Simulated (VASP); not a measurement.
Runs of VASP 6.6.1 on MgO. The structure is that of space group P6_3/mmc (No. 194), or close to it. The cells are those of the table. 

```csv
task,level,cell,k mesh,cutoff (eV),smearing,gap on the mesh (eV),pressure (GPa),relaxed volume (Å³/atom)
single point,PBE,"a = 3.484, b = 3.484, c = 4.185 Å, angles 90.0, 90.0, 120.0°, 4 atoms",12 × 12 × 6,520,fermi-dirac 0.02 eV,3.43,4.0,-
single point,PBE,"a = 3.484, b = 3.484, c = 4.185 Å, angles 90.0, 90.0, 120.0°, 4 atoms",6 × 6 × 4,520,gaussian 0.01 eV,3.43,4.0,-
relaxation of cell and atoms,PBE,"relaxed from a = 3.486, b = 3.486, c = 4.178 Å, angles 90.0, 90.0, 120.0°, 4 atoms",12 × 12 × 6,600,fermi-dirac 0.02 eV,(a),0.0,11.31
relaxation of cell and atoms,r2SCAN,"relaxed from a = 3.521, b = 3.521, c = 4.238 Å, angles 90.0, 90.0, 120.0°, 4 atoms",12 × 12 × 6,600,fermi-dirac 0.02 eV,4.12,0.0,10.92
single point,PBE,"a = 3.521, b = 3.521, c = 4.238 Å, angles 90.0, 90.0, 120.0°, 4 atoms",12 × 12 × 6,520,fermi-dirac 0.02 eV,(b),-0.5,-
```

Alike in all rows: potentials or basis VASP PAW PBE potentials, release 64 (Mg, O); no spin polarisation.

Task: Estimate the missing entries.

Result: (a) 3.29; (b) 3.26.

Caveats: the PAW data sets were made with another functional, which shifts forces and pressure a little (some runs).

A k mesh can miss the band edges.
